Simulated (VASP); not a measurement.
Write the native input for VASP 6.6.1 that does the following.

```yaml
Task: relaxation of cell and atoms
Functional: PBEsol
Potentials_or_basis: VASP PAW PBE potentials, release 64 (Pt)
Cutoff: 600 eV
k_mesh: 19 × 19 × 19
Occupations: fermi-dirac, width 0.05 eV
Spin: no spin polarisation
Dipole_correction: no
Further_INCAR_settings: ALGO = Normal; EDIFF = 1e-07; IBRION = 2; EDIFFG = -0.01; NSW = 80; ISIF = 3
```

The structure of Pt lies in POSCAR:

```
Pt
1.0
   -1.5842200000      1.5842200000      1.5842200000
    1.5842200000     -1.5842200000      1.5842200000
    1.5842200000      1.5842200000     -1.5842200000
Pt
1
Direct
    0.0000000000      0.0000000000      0.0000000000
```

The input as run:

INCAR

```
  PREC = Accurate
  ENCUT = 600
  EDIFF = 1E-7
  ISMEAR = -1
  SIGMA = 0.05
  LREAL = False
  LASPH = True
  NELM = 60
  ALGO = Normal
  ISIF = 3
  LWAVE = False
  LCHARG = False
  GGA = PS
  IBRION = 2
  NSW = 80
  EDIFFG = -0.01
```

KPOINTS

```
regular mesh
0
Gamma
  19 19 19
```

Potentials or basis: VASP PAW PBE potentials, release 64 (Pt).

The run is started by

```console
$ cat potpaw_PBE.64/Pt/POTCAR > POTCAR
$ mpirun -np 1 vasp_std > vasp.out
```

It gave:

```yaml
Relaxed_volume: 15.20 Å³/atom
Relaxed_cell: a = 2.703 Å, b = 2.703 Å, c = 2.703 Å, α = 109.47°, β = 109.47°, γ = 109.47°
Space_group_after_relaxing_to_0.05_Å: Im-3m (No. 229)
Energy_gained_by_relaxing: 25.5 meV/atom
Ionic_steps: 7
Pressure_after_relaxing: 0.0 GPa
Band_gap_on_the_k_mesh: zero (band 5 reaches 11.75 eV, above the bottom of band 6 at 9.55 eV)
```

Caveat: the PAW data sets were made with another functional, which shifts forces and pressure a little; spin-orbit coupling is left out, which moves the levels of the heavy elements.

Run time: 67 s on 1 thread of Intel Xeon 6975P-C, with other jobs on the host, peak memory 0.19 GiB.
